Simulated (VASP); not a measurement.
# Ru in VASP: notebook, part 2 of 2

VASP 6.6.1. The steps go on from the part before.

## (3) Single point, r2SCAN

This run uses another cell than the first one, of 42.74 Å³/atom, 1.824 times its volume.

POSCAR reads:

```
Ru
1.0
    2.7028907931      0.0000000000      0.0000000000
   -1.3514453966      2.3407720905      0.0000000000
    0.0000000000      0.0000000000     20.2644000000
Ru
3
Direct
    0.0000000000      0.0000000000      0.3947817592
    0.3333333340      0.6666666660      0.5000000000
    0.0000000000      0.0000000000      0.6052182408
```

INCAR.step1 reads:

```
ALGO = Normal
DIPOL = 0.5 0.5 0.500
EDIFF = 1E-4
ENCUT = 520
GGA = PE
IDIPOL = 3
ISMEAR = -1
LASPH = T
LCHARG = F
LDIPOL = T
LREAL = F
LWAVE = T
NBANDS = 28
NELM = 80
PREC = Accurate
SIGMA = 0.05
```

INCAR.step2 reads:

```
ALGO = Normal
DIPOL = 0.5 0.5 0.500
EDIFF = 1E-6
ENCUT = 520
IDIPOL = 3
ISIF = 2
ISMEAR = -1
ISTART = 1
LASPH = T
LCHARG = T
LDIPOL = T
LELF = T
LMIXTAU = T
LREAL = F
LVACPOTAV = T
LVHAR = T
LWAVE = F
METAGGA = R2SCAN
NBANDS = 28
NELM = 80
PREC = Accurate
SIGMA = 0.05
```

KPOINTS reads:

```
k-points
0
Gamma
  15 15 1
```

Potentials or basis: VASP PAW PBE potentials, release 64 (Ru_pv).

Command:

```bash
cat potpaw_PBE.64/Ru_pv/POTCAR > POTCAR
cp INCAR.step1 INCAR
mpirun -np 1 vasp_std > vasp.out
cp INCAR.step2 INCAR
mpirun -np 1 vasp_std > vasp.out
```

OUTCAR:

```text
EDIFF = 1E-6
   ENCUT = 520
   ISIF = 2
   ISMEAR = -1
   ISTART = 1
   LASPH = T
   LREAL = F
   METAGGA = R2SCAN
   NELM = 80
   PREC = Accurate

 ion  position               nearest neighbor table
   1  0.000  0.000  0.395-   2 2.64   2 2.64   2 2.64
   2  0.333  0.667  0.500-   1 2.64   3 2.64   1 2.64   3 2.64   1 2.64   3 2.64
   3  0.000  0.000  0.605-   2 2.64   2 2.64   2 2.64

  LATTYP: Found a hexagonal cell.
 ALAT       =     2.7028907931
 C/A-ratio  =     7.4973062366

  Lattice vectors:

 A1 = (   2.7028907931,   0.0000000000,   0.0000000000)
 A2 = (  -1.3514453966,   2.3407720905,   0.0000000000)
 A3 = (   0.0000000000,   0.0000000000,  20.2644000000)

Analysis of symmetry for initial positions (statically):
=====================================================================
 Subroutine PRICEL returns:
 Original cell was already a primitive cell.

 Routine SETGRP: Setting up the symmetry group for a
 hexagonal supercell.

 Subroutine GETGRP returns: Found 12 space group operations
 (whereof 12 operations were pure point group operations)
 out of a pool of 24 trial point group operations.

The static configuration has the point symmetry D_3h.

Analysis of symmetry for dynamics (positions and initial velocities):
=====================================================================
 Subroutine PRICEL returns:
 Original cell was already a primitive cell.

 Routine SETGRP: Setting up the symmetry group for a
 hexagonal supercell.

 Subroutine GETGRP returns: Found 12 space group operations
 (whereof 12 operations were pure point group operations)
 out of a pool of 24 trial point group operations.

The dynamic configuration has the point symmetry D_3h.

 Subroutine INISYM returns: Found 12 space group operations
 (whereof 12 operations are pure point group operations),
 and found     1 'primitive' translations

----------------------------------------------------------------------------------------

                                     Primitive cell

  volume of cell :     128.2098

  direct lattice vectors                    reciprocal lattice vectors
     2.702890793  0.000000000  0.000000000     0.369974252  0.213604734  0.000000000
    -1.351445397  2.340772090  0.000000000     0.000000000  0.427209468  0.000000000
     0.000000000  0.000000000 20.264400000     0.000000000  0.000000000  0.049347624

  length of vectors
     2.702890793  2.702890793 20.264400000     0.427209468  0.427209468  0.049347624

  position of ions in fractional coordinates (direct lattice)
     0.000000000  0.000000000  0.394781759
     0.333333334  0.666666666  0.500000000
     0.000000000  0.000000000  0.605218241

  ion indices of the primitive-cell ions
   primitive index   ion index
                 1           1
                 2           2
                 3           3

----------------------------------------------------------------------------------------

 KPOINTS: k-points

Automatic generation of k-mesh.
 Grid dimensions read from file:
 generate k-points for:   15   15    1

 Generating k-lattice:

  Cartesian coordinates                     Fractional coordinates (reciprocal lattice)
     0.024664950  0.014240316  0.000000000     0.066666667  0.000000000  0.000000000
     0.000000000  0.028480631  0.000000000     0.000000000  0.066666667  0.000000000
     0.000000000  0.000000000  0.049347624     0.000000000  0.000000000  1.000000000

  Length of vectors
     0.028480631  0.028480631  0.049347624

  Shift w.r.t. Gamma in fractional coordinates (k-lattice)
     0.000000000  0.000000000  0.000000000

 Subroutine IBZKPT returns following result:
 ===========================================

 Found     27 irreducible k-points:

 Following reciprocal coordinates:
            Coordinates               Weight
  0.000000  0.000000  0.000000      1.000000
  0.066667  0.000000  0.000000      6.000000
  0.133333  0.000000  0.000000      6.000000
  0.200000  0.000000  0.000000      6.000000
  0.266667  0.000000  0.000000      6.000000
  0.333333  0.000000  0.000000      6.000000
[... 16 lines left out ...]
  0.333333  0.200000  0.000000     12.000000
  0.400000  0.200000  0.000000      6.000000
 [... further k-points ...]
   k-points           NKPTS =     27   k-points in BZ     NKDIM =     27   number of bands    NBANDS=     28
   number of dos      NEDOS =    301   number of ions     NIONS =      3
   total plane-waves  NPLWV =  64000
   dimension x,y,z NGX =    20 NGY =   20 NGZ =  160
   dimension x,y,z NGXF=    40 NGYF=   40 NGZF=  320
   ions per type =               3
   NGX,Y,Z   is equivalent  to a cutoff of  12.30, 12.30, 13.13 a.u.
   NGXF,Y,Z  is equivalent  to a cutoff of  24.60, 24.60, 26.25 a.u.
 SYSTEM =  unknown system
   PREC   = accura    normal or accurate (medium, high low for compatibility)
   ISTART =      1    job   : 0-new  1-cont  2-samecut
   ICHARG =      0    charge: 1-file 2-atom 10-const
   ISPIN  =      1    spin polarized calculation?
   LNONCOLLINEAR =      F non collinear calculations
   LSORBIT =      F    spin-orbit coupling
   LASPH  =      T    aspherical Exc in radial PAW
   ENCUT  =  520.0 eV  38.22 Ry    6.18 a.u.   5.03  5.03 37.68*2*pi/ulx,y,z
   NELM   =     80;   NELMIN=  2; NELMDL=  0     # of ELM steps
   EDIFF  = 0.1E-05   stopping-criterion for ELM
   LREAL  =      F    real-space projection
   EDIFFG = 0.1E-04   stopping-criterion for IOM
   NSW    =      0    number of steps for IOM
   IBRION =     -1    ionic relax: 0-MD 1-quasi-New 2-CG
   NFREE  =      0    steps in history (QN), initial steepest desc. (CG)
   ISIF   =      2    stress and relaxation
   ISYM   =      2    0-nonsym 1-usesym 2-fastsym
   POTIM  = 0.5000    time-step for ionic-motion
   TEBEG  =    0.0;   TEEND  =   0.0 temperature during run
   PSTRESS=    0.0 pullay stress
   NELECT =      42.0000    total number of electrons
   NUPDOWN=      -1.0000    fix difference up-down
   EMIN   =  10.00;   EMAX   =-10.00  energy-range for DOS
   EFERMI =   0.00;   METHOD = LEGACY
   ISMEAR =    -1;   SIGMA  =   0.05  broadening in eV -4-tet -1-fermi 0-gaus
   EFERMI_NEDOS =   21; number of points for ismear=-14 and -15
   IALGO  =     38    algorithm
   IMIX   =      4    mixing-type and parameters
     AMIX     =   0.40;   BMIX     =  1.00
     AMIX_MAG =   1.60;   BMIX_MAG =  1.00
  volume/ion in A,a.u.               =      42.74       288.40
  Fermi-wavevector in a.u.,A,eV,Ry     =   1.128541  2.132634 17.328455  1.273606
  Thomas-Fermi vector in A             =   2.265232
   LORBIT       =      0    0 simple, 1 ext, 2 COOP (PROOUT), +10 PAW based schemes
   METAGGA = R2SCAN    functional components
   LHFCALC =     F    Hartree Fock is set to
   AEXX    =    0.0000 exact exchange contribution
   IVDW    =     0    specifies the selected vdW correction
   LEPSILON=     F    determine dielectric tensor
   LRPA    =     F    only Hartree local field effects (RPA)
 non-spin polarized calculation
  energy-cutoff  :      520.00
  volume of cell :      128.21
 maximum number of plane-waves:      3491
 NGX is ok and might be reduce to    20
   NGX =  9   NGY =  9   NGZ = 75

 number of electron      41.9999996 magnetization

 dipolmoment           0.000000      0.000000     -0.000000 electrons x Angstroem

 Free energy of the ion-electron system (eV)
  ---------------------------------------------------
  ext. energy  EPLUGINS =         0.00000000
  ---------------------------------------------------
  free energy    TOTEN  =       -74.08509772 eV

  energy without entropy =      -74.06895905  energy(sigma->0) =      -74.07702839

 E-fermi :   0.7258     XC(G=0):  -5.8163

 val. band max:        0.7005014224   @ k =   0.1333   0.0667   0.0000
 cond. band min:       0.8004057656   @ k =   0.2667   0.2667   0.0000
 fundamental gap:      0.0999043433
 Fermi energy:         0.7257677581

 k-point     1 :       0.0000    0.0000    0.0000
  band No.  band energies     occupation
      1     -44.3265      2.00000
      2     -43.6238      2.00000
      3     -43.6238      2.00000
      4     -43.5072      2.00000
      5     -43.2557      2.00000
      6     -42.9698      2.00000
[... 20 lines left out ...]
     27       1.8534      0.00000
     28       1.8534      0.00000
[... 683 lines left out ...]
 k-point    24 :       0.4000    0.2000    0.0000
  band No.  band energies     occupation
      1     -44.3831      2.00000
      2     -44.1126      2.00000
      3     -44.0260      2.00000
      4     -43.6590      2.00000
      5     -43.5685      2.00000
      6     -43.3717      2.00000
[... 20 lines left out ...]
     27       7.7842      0.00000
     28       8.7060      0.00000

 [... further k-points ...]
[... 5 lines left out ...]
  --------------------------------------------------------------------------------------
  -------------------------------------------------------------------------------------
  Total       -3.6344959     -3.6344959     -4.0544676      0.0000000      0.0000000     -0.0000000
  in kB      -45.4185625    -45.4185625    -50.6667488      0.0000000      0.0000000     -0.0000000
  external PRESSURE =     -47.1679579 kB  Pullay stress =       0.0000000 kB

 VOLUME and BASIS-vectors are now :
 -----------------------------------------------------------------------------
  energy-cutoff  :      520.00
  volume of cell :      128.21
      direct lattice vectors                 reciprocal lattice vectors
     2.702890793  0.000000000  0.000000000     0.369974252  0.213604734  0.000000000
    -1.351445397  2.340772090  0.000000000     0.000000000  0.427209468  0.000000000
     0.000000000  0.000000000 20.264400000     0.000000000  0.000000000  0.049347624

 POSITION                                       TOTAL-FORCE (eV/Angst)
 -----------------------------------------------------------------------------------
      0.00000      0.00000      8.00002        -0.000000     -0.000000      0.941541
      0.00000      1.56051     10.13220         0.000000     -0.000000      0.000000
      0.00000      0.00000     12.26438         0.000000      0.000000     -0.941541
 -----------------------------------------------------------------------------------
    total drift:                               -0.000002      0.000001     -0.000000

  FREE ENERGIE OF THE ION-ELECTRON SYSTEM (eV)
  ---------------------------------------------------
  free  energy   TOTEN  =       -74.0850977194 eV

  energy  without entropy=      -74.0689590529  energy(sigma->0) =      -74.07702839

 vacuum level on the upper side and lower side of the slab         5.712         5.712
```

Wall time 4.1 min (1 thread of Intel Xeon 6975P-C (Granite Rapids), shared host); peak memory 0.28 GiB.

What came out:

```
Free energy            : -74.0851 eV
Largest force          : 0.942 eV/Å
Band gap on the k mesh : zero (band 21 reaches 1.88 eV, above the bottom of band 22 at -0.26 eV)
```

Forces in eV/Å, atoms in the order of the input:
```
Ru   0.000  0.000  0.942
Ru   0.000  0.000  0.000
Ru   0.000  0.000 -0.942
```

Caveat: the PAW data sets were made with another functional, which shifts forces and pressure a little.
